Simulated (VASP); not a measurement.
# TiO2 in VASP: notebook

The runs below take TiO2 through single point, with PBE, r2SCAN.

All numbers are computed with VASP 6.6.1; they aren't measurements. Logs are shortened: lines on timing, memory, paths and dates and some standing lists are left out, and cuts for length are marked.

## 1. The cell of the first run

It takes space group R-3m (No. 166, trigonal). Conventional cell: a = 3.390 Å, b = 3.390 Å, c = 8.607 Å, α = 90.00°, β = 90.00°, γ = 120.00°. Within 2.8 Å of Ti (site symmetry -3m) lie 8 O at 2.09 to 2.14 Å. Within 2.8 Å of O (site symmetry 3m) lie 4 Ti at 2.09 to 2.14 Å and 6 O at 2.42 to 2.44 Å.

## 2. Single point, PBE (strain along [111] +3.7%)

INCAR

```
SYSTEM = TiO2
ALGO = Normal
EDIFF = 1E-6
ENCUT = 520
GGA = PE
ISIF = 2
ISMEAR = -1
LASPH = .TRUE.
LCHARG = .TRUE.
LELF = .TRUE.
LREAL = .FALSE.
LVHAR = .TRUE.
LWAVE = .FALSE.
NBANDS = 19
NELM = 80
PREC = Accurate
SIGMA = 0.02
```

KPOINTS

```
k-points
0
G
  10 10 10
  0 0 0
```

POSCAR

```
TiO2
1.0
    0.0584825851      2.4553098430      2.4553098430
    2.4553098430      0.0584825851      2.4553098430
    2.4553098430      2.4553098430      0.0584825851
Ti O
1 2
Direct
    0.0000000000      0.0000000000      0.0000000000
    0.2491291433      0.2491291433      0.2491291433
    0.7508708567      0.7508708567      0.7508708567
```

Potentials or basis: VASP PAW PBE potentials, release 64 (Ti_sv, O).

Launch:

```bash
$ cat potpaw_PBE.64/Ti_sv/POTCAR potpaw_PBE.64/O/POTCAR > POTCAR
$ mpirun -np 1 vasp_std > vasp.out
```

OUTCAR:

```text
SYSTEM = TiO2
   EDIFF = 1E-6
   ENCUT = 520
   GGA = PE
   ISIF = 2
   ISMEAR = -1
   LASPH = .TRUE.
   LREAL = .FALSE.
   NELM = 80
   PREC = Accurate

 ion  position               nearest neighbor table
   1  0.000  0.000  0.000-   3 2.09   3 2.09   3 2.09   2 2.09   2 2.09   2 2.09   3 2.14   2 2.14

   2  0.249  0.249  0.249-   1 2.09   1 2.09   1 2.09   1 2.14
   3  0.751  0.751  0.751-   1 2.09   1 2.09   1 2.09   1 2.14

  LATTYP: Found a trigonal (rhomboedric) cell.
 ALAT       =     3.4728249399
 COS(alpha) =     0.5236702722

  Lattice vectors:

 A1 = (   0.0584825851,   2.4553098430,   2.4553098430)
 A2 = (   2.4553098430,   0.0584825851,   2.4553098430)
 A3 = (   2.4553098430,   2.4553098430,   0.0584825851)

Analysis of symmetry for initial positions (statically):
=====================================================================
 Subroutine PRICEL returns:
 Original cell was already a primitive cell.

 Routine SETGRP: Setting up the symmetry group for a
 trigonal (rhombohedral) supercell.

 Subroutine GETGRP returns: Found 12 space group operations
 (whereof 12 operations were pure point group operations)
 out of a pool of 12 trial point group operations.

The static configuration has the point symmetry D_3d.

Analysis of symmetry for dynamics (positions and initial velocities):
=====================================================================
 Subroutine PRICEL returns:
 Original cell was already a primitive cell.

 Routine SETGRP: Setting up the symmetry group for a
 trigonal (rhombohedral) supercell.

 Subroutine GETGRP returns: Found 12 space group operations
 (whereof 12 operations were pure point group operations)
 out of a pool of 12 trial point group operations.

The dynamic configuration has the point symmetry D_3d.

 Subroutine INISYM returns: Found 12 space group operations
 (whereof 12 operations are pure point group operations),
 and found     1 'primitive' translations

----------------------------------------------------------------------------------------

                                     Primitive cell

  volume of cell :      28.5464

  direct lattice vectors                    reciprocal lattice vectors
     0.058482585  2.455309843  2.455309843    -0.211064281  0.206153938  0.206153938
[... 79 lines left out ...]
   PREC   = accura    normal or accurate (medium, high low for compatibility)
   ISTART =      0    job   : 0-new  1-cont  2-samecut
   ICHARG =      2    charge: 1-file 2-atom 10-const
   ISPIN  =      1    spin polarized calculation?
   LNONCOLLINEAR =      F non collinear calculations
   LSORBIT =      F    spin-orbit coupling
   LASPH  =      T    aspherical Exc in radial PAW
   ENCUT  =  520.0 eV  38.22 Ry    6.18 a.u.   6.46  6.46  6.46*2*pi/ulx,y,z
   NELM   =     80;   NELMIN=  2; NELMDL= -5     # of ELM steps
   EDIFF  = 0.1E-05   stopping-criterion for ELM
   LREAL  =      F    real-space projection
   EDIFFG = 0.1E-04   stopping-criterion for IOM
   NSW    =      0    number of steps for IOM
   IBRION =     -1    ionic relax: 0-MD 1-quasi-New 2-CG
   NFREE  =      0    steps in history (QN), initial steepest desc. (CG)
   ISIF   =      2    stress and relaxation
   ISYM   =      2    0-nonsym 1-usesym 2-fastsym
   POTIM  = 0.5000    time-step for ionic-motion
   TEBEG  =    0.0;   TEEND  =   0.0 temperature during run
   PSTRESS=    0.0 pullay stress
   NELECT =      24.0000    total number of electrons
   NUPDOWN=      -1.0000    fix difference up-down
   EMIN   =  10.00;   EMAX   =-10.00  energy-range for DOS
   EFERMI =   0.00;   METHOD = LEGACY
   ISMEAR =    -1;   SIGMA  =   0.02  broadening in eV -4-tet -1-fermi 0-gaus
   EFERMI_NEDOS =   21; number of points for ismear=-14 and -15
   IALGO  =     38    algorithm
   IMIX   =      4    mixing-type and parameters
     AMIX     =   0.40;   BMIX     =  1.00
     AMIX_MAG =   1.60;   BMIX_MAG =  1.00
  volume/ion in A,a.u.               =       9.52        64.21
  Fermi-wavevector in a.u.,A,eV,Ry     =   1.545117  2.919848 32.482377  2.387387
  Thomas-Fermi vector in A             =   2.650542
   LORBIT       =      0    0 simple, 1 ext, 2 COOP (PROOUT), +10 PAW based schemes
   GGA     = PE    functional components
   LHFCALC =     F    Hartree Fock is set to
   AEXX    =    0.0000 exact exchange contribution
   IVDW    =     0    specifies the selected vdW correction
   LEPSILON=     F    determine dielectric tensor
   LRPA    =     F    only Hartree local field effects (RPA)
 non-spin polarized calculation
  energy-cutoff  :      520.00
  volume of cell :       28.55
 maximum number of plane-waves:       779
 NGX is ok and might be reduce to    28
   NGX = 13   NGY = 13   NGZ = 13

 number of electron      23.9999998 magnetization

 Free energy of the ion-electron system (eV)
  ---------------------------------------------------
  ext. energy  EPLUGINS =         0.00000000
  ---------------------------------------------------
  free energy    TOTEN  =       -26.02745815 eV

  energy without entropy =      -26.02745815  energy(sigma->0) =      -26.02745815

 E-fermi :   7.4172     XC(G=0): -12.0435

 val. band max:        6.9284837487   @ k =   0.5000   0.5000   0.0000
 cond. band min:       8.0363568932   @ k =   0.0000   0.0000   0.0000
 fundamental gap:      1.1078731446
 Fermi energy:         7.4172181607

 k-point     1 :       0.0000    0.0000    0.0000
  band No.  band energies     occupation
      1     -50.8918      2.00000
      2     -26.9777      2.00000
      3     -26.9765      2.00000
      4     -26.9765      2.00000
      5     -12.5285      2.00000
      6      -8.9191      2.00000
[... 505 lines left out ...]
      6     -10.1427      2.00000
[... 11 lines left out ...]
     18      17.3592      0.00000
     19      20.7201      0.00000

 [... further k-points ...]
[... 5 lines left out ...]
  --------------------------------------------------------------------------------------
  -------------------------------------------------------------------------------------
  Total       -0.4128195     -0.4128195     -0.4128195     -0.1211412     -0.1211412     -0.1211412
  in kB      -23.1696468    -23.1696468    -23.1696468     -6.7990929     -6.7990929     -6.7990929
  external PRESSURE =     -23.1696468 kB  Pullay stress =       0.0000000 kB

 VOLUME and BASIS-vectors are now :
 -----------------------------------------------------------------------------
  energy-cutoff  :      520.00
  volume of cell :       28.55
      direct lattice vectors                 reciprocal lattice vectors
     0.058482585  2.455309843  2.455309843    -0.211064281  0.206153938  0.206153938
     2.455309843  0.058482585  2.455309843     0.206153938 -0.211064281  0.206153938
     2.455309843  2.455309843  0.058482585     0.206153938  0.206153938 -0.211064281

 POSITION                                       TOTAL-FORCE (eV/Angst)
 -----------------------------------------------------------------------------------
      0.00000      0.00000      0.00000         0.000000     -0.000000      0.000000
      1.23795      1.23795      1.23795        -0.019199     -0.019199     -0.019199
      3.73115      3.73115      3.73115         0.019199      0.019199      0.019199
 -----------------------------------------------------------------------------------
    total drift:                                0.000000      0.000000     -0.000000

  FREE ENERGIE OF THE ION-ELECTRON SYSTEM (eV)
  ---------------------------------------------------
  free  energy   TOTEN  =       -26.0274581493 eV

  energy  without entropy=      -26.0274581493  energy(sigma->0) =      -26.02745815
```

stdout:

```text
POSCAR found type information on POSCAR TiO
 POSCAR found :  2 types and       3 ions
 scaLAPACK will be used
 LDA part: xc-table for (Slater+PW92), standard interpolation
 POSCAR, INCAR and KPOINTS ok, starting setup
 FFT: planning ... GRIDC
 FFT: planning ... GRID_SOFT
 FFT: planning ... GRID
 WAVECAR not read
 entering main loop
```

It took 44 s on 1 thread of Intel Xeon 6975P-C (Granite Rapids), shared host; peak memory 0.19 GiB.

Results:

* Free energy: -26.0275 eV
* Pressure: -2.3 GPa
* Largest force: 0.033 eV/Å
* Band gap on the k mesh: 1.11 eV, indirect (least direct gap 1.77 eV)

Forces on the atoms (eV/Å):
```
Ti   0.000  0.000  0.000
O   -0.019 -0.019 -0.019
O    0.019  0.019  0.019
```

Caveat: the cell differs from its parent crystal (strain along [111] +3.7%). A k mesh can miss the band edges.

## 3. Single point, r2SCAN (strain along [111] +3.7%)

POSCAR is that of step 2.

INCAR.step1

```
PREC = Accurate
ENCUT = 520
ISMEAR = 0
SIGMA = 0.01
LREAL = F
LASPH = T
NELM = 60
NBANDS = 19
GGA = PE
ALGO = Normal
EDIFF = 1E-4
LWAVE = T
LCHARG = F
```

INCAR.step2

```
PREC = Accurate
ENCUT = 520
EDIFF = 1E-6
ISMEAR = 0
SIGMA = 0.01
LREAL = F
LASPH = T
NELM = 60
ALGO = Normal
ISIF = 2
LWAVE = F
LCHARG = F
METAGGA = R2SCAN
LMIXTAU = T
NBANDS = 19
ISTART = 1
```

KPOINTS

```
Automatic mesh
0
Gamma
  10 10 10
```

Potentials or basis: VASP PAW PBE potentials, release 64 (Ti_sv, O).

Launch:

```bash
$ cat potpaw_PBE.64/Ti_sv/POTCAR potpaw_PBE.64/O/POTCAR > POTCAR
$ cp INCAR.step1 INCAR
$ mpirun -np 1 vasp_std > vasp.out
$ cp INCAR.step2 INCAR
$ mpirun -np 1 vasp_std > vasp.out
```

Wall time 2.3 min (1 thread of Intel Xeon 6975P-C (Granite Rapids), shared host); peak memory 0.2 GiB.

The run converged. Its results:

| Quantity | Value |
| --- | --- |
| Free energy | -34.0773 eV |
| Pressure | -7.7 GPa |
| Largest force | 0.010 eV/Å |
| Band gap on the k mesh | 1.51 eV, indirect (least direct gap 2.16 eV) |

Forces in eV/Å, atoms in the order of the input:
```
Ti   0.000  0.000  0.000
O   -0.006 -0.006 -0.006
O    0.006  0.006  0.006
```

Stress tensor (GPa, compression positive):
```
-7.68 -0.74 -0.74
-0.74 -7.68 -0.74
-0.74 -0.74 -7.68
```

Levels at points of the mesh, in eV from the valence-band top:
| k point | band 10 | band 11 | band 12 | band 13 | band 14 | band 15 |
| --- | --- | --- | --- | --- | --- | --- |
| (0.00, 0.00, 0.00) | -0.91 | -0.91 | -0.80 | 1.51 | 1.51 | 5.33 |
| (0.50, 0.00, 0.00) | -3.32 | -2.59 | -2.48 | 1.77 | 1.86 | 3.04 |
| (0.50, 0.50, 0.00) | -2.22 | -1.91 | 0.00 | 2.16 | 2.17 | 2.97 |
| (0.50, 0.50, 0.50) | -3.14 | -2.49 | -2.49 | 1.76 | 1.76 | 2.77 |

Caveat: the cell differs from its parent crystal (strain along [111] +3.7%); the PAW data sets were made with another functional, which shifts forces and pressure a little.

## 4. Single point, r2SCAN (biaxial xy strain -5.1%)

POSCAR

```
TiO2
1.0
    0.0000000000      2.2741097023      2.3968272579
    2.2741097023      0.0000000000      2.3968272579
    2.2741097023      2.2741097023      0.0000000000
Ti O
1 2
Direct
    0.0000000000      0.0000000000      0.0000000000
    0.2500000000      0.2500000000      0.2500000000
    0.7500000000      0.7500000000      0.7500000000
```

INCAR.step1

```
SYSTEM = TiO2
PREC = Accurate
ENCUT = 520
ISMEAR = 0
SIGMA = 0.01
LREAL = .FALSE.
LASPH = .TRUE.
NELM = 100
NBANDS = 19
GGA = PE
ALGO = Normal
EDIFF = 1E-4
LWAVE = .TRUE.
LCHARG = .FALSE.
```

INCAR.step2

```
SYSTEM = TiO2
PREC = Accurate
ENCUT = 520
EDIFF = 1E-6
ISMEAR = 0
SIGMA = 0.01
LREAL = .FALSE.
LASPH = .TRUE.
NELM = 100
ALGO = Normal
ISIF = 2
LWAVE = .FALSE.
LCHARG = .FALSE.
METAGGA = R2SCAN
LMIXTAU = .TRUE.
NBANDS = 19
ISTART = 1
```

KPOINTS

```
Automatic mesh
0
G
  10 10 10
  0 0 0
```

Launch:

```bash
$ cat potpaw_PBE.64/Ti_sv/POTCAR potpaw_PBE.64/O/POTCAR > POTCAR
$ cp INCAR.step1 INCAR
$ mpirun -np 1 vasp_std > vasp.out
$ cp INCAR.step2 INCAR
$ mpirun -np 1 vasp_std > vasp.out
```

Run time: 2.2 min. Hardware: 1 thread of Intel Xeon Platinum 8488C (Sapphire Rapids), shared host; peak memory 0.18 GiB.

It converged, with:

| Property | Result |
| --- | --- |
| Free energy | -33.6823 eV |
| Pressure | 38.8 GPa |
| Band gap on the k mesh | 1.20 eV, indirect (least direct gap 1.98 eV) |

Stress tensor (GPa, compression positive):
```
50.70  0.00  0.00
 0.00 50.70  0.00
 0.00  0.00 14.92
```

Levels at points of the mesh, in eV from the valence-band top:
```csv
k point,band 9,band 10,band 11,band 12,band 13,band 14,band 15,band 16
"(0.00, 0.00, 0.00)",-7.12,-1.87,-0.94,-0.94,1.20,1.55,6.23,6.23
"(0.50, 0.00, 0.00)",-4.11,-3.83,-3.16,-3.08,1.72,1.88,3.49,5.81
"(0.50, 0.50, 0.00)",-5.44,-2.48,-2.48,-0.69,2.12,2.28,3.31,4.73
"(0.50, 0.00, 0.50)",-5.29,-3.27,-2.20,0.00,1.98,2.56,3.72,4.76
```

Caveat: the cell differs from its parent crystal (biaxial xy strain -5.1%); the PAW data sets were made with another functional, which shifts forces and pressure a little. A k mesh can miss the band edges.

## 5. Single point, PBE (biaxial xy strain -5.1%)

INCAR

```
SYSTEM = TiO2
PREC     = Accurate       ! precision mode
ENCUT    = 520            ! plane-wave cutoff, eV
EDIFF    = 1E-7           ! SCF threshold, eV
ISMEAR   = -1             ! smearing method
SIGMA    = 0.02           ! smearing width, eV
LREAL    = .False.        ! projectors in reciprocal space
LASPH    = .True.         ! aspherical terms in the spheres
NELM     = 100            ! most SCF steps
ALGO     = Normal         ! electronic algorithm
ISIF     = 2              ! what is computed and relaxed
LWAVE    = .False.        ! write WAVECAR
LCHARG   = .True.         ! write CHGCAR
GGA      = PE             ! functional
LELF     = .True.         ! ELF
LVHAR    = .True.       
NBANDS   = 19             ! bands
```

KPOINTS

```
Automatic mesh
0
Gamma
  10 10 10
  0 0 0
```

POSCAR is that of step 4.

Launch:

```bash
$ cat potpaw_PBE.64/Ti_sv/POTCAR potpaw_PBE.64/O/POTCAR > POTCAR
$ mpirun -np 1 vasp_std > vasp.out
```

It took 36 s on 1 thread of Intel Xeon Platinum 8488C (Sapphire Rapids), shared host; peak memory 0.18 GiB.

The run converged. Its results:

```
Free energy            : -25.5227 eV
Pressure               : 43.2 GPa
Band gap on the k mesh : 0.76 eV, indirect (least direct gap 1.56 eV)
```

Stress tensor (GPa, compression positive):
```
54.28  0.00  0.00
 0.00 54.28  0.00
 0.00  0.00 20.99
```

Levels at points of the mesh, in eV from the valence-band top:
| k point | band 9 | band 10 | band 11 | band 12 | band 13 | band 14 | band 15 | band 16 |
| --- | --- | --- | --- | --- | --- | --- | --- | --- |
| (0.00, 0.00, 0.00) | -6.93 | -1.80 | -0.90 | -0.90 | 0.76 | 1.12 | 5.86 | 5.86 |
| (0.50, 0.00, 0.00) | -3.99 | -3.75 | -3.06 | -2.99 | 1.33 | 1.48 | 3.18 | 5.43 |
| (0.50, 0.50, 0.00) | -5.28 | -2.43 | -2.43 | -0.66 | 1.69 | 1.84 | 2.99 | 4.40 |
| (0.50, 0.00, 0.50) | -5.13 | -3.18 | -2.16 | 0.00 | 1.56 | 2.13 | 3.39 | 4.43 |

Caveat: the cell differs from its parent crystal (biaxial xy strain -5.1%). A k mesh can miss the band edges.

## 6. Overview

| level | cell | smearing | gap on the mesh (eV) | pressure (GPa) | largest force (eV/Å) |
| --- | --- | --- | --- | --- | --- |
| PBE | a = 3.473 Å, angles 58.4°, 3 atoms | fermi-dirac 0.02 eV | 1.11 | -2.3 | 0.03 |
| r2SCAN | a = 3.473 Å, angles 58.4°, 3 atoms | gaussian 0.01 eV | 1.51 | -7.7 | 0.01 |
| r2SCAN | a = 3.304, b = 3.304, c = 3.216 Å, angles 60.9, 60.9, 58.2°, 3 atoms | gaussian 0.01 eV | 1.20 | 38.8 | - |
| PBE | a = 3.304, b = 3.304, c = 3.216 Å, angles 60.9, 60.9, 58.2°, 3 atoms | fermi-dirac 0.02 eV | 0.76 | 43.2 | - |

Alike in all rows: task single point; potentials or basis VASP PAW PBE potentials, release 64 (Ti_sv, O); no spin polarisation; k mesh 10 × 10 × 10; cutoff (eV) 520.

Caveats: the PAW data sets were made with another functional, which shifts forces and pressure a little (some runs).

Absolute energies hang on the potentials; compare differences alone.
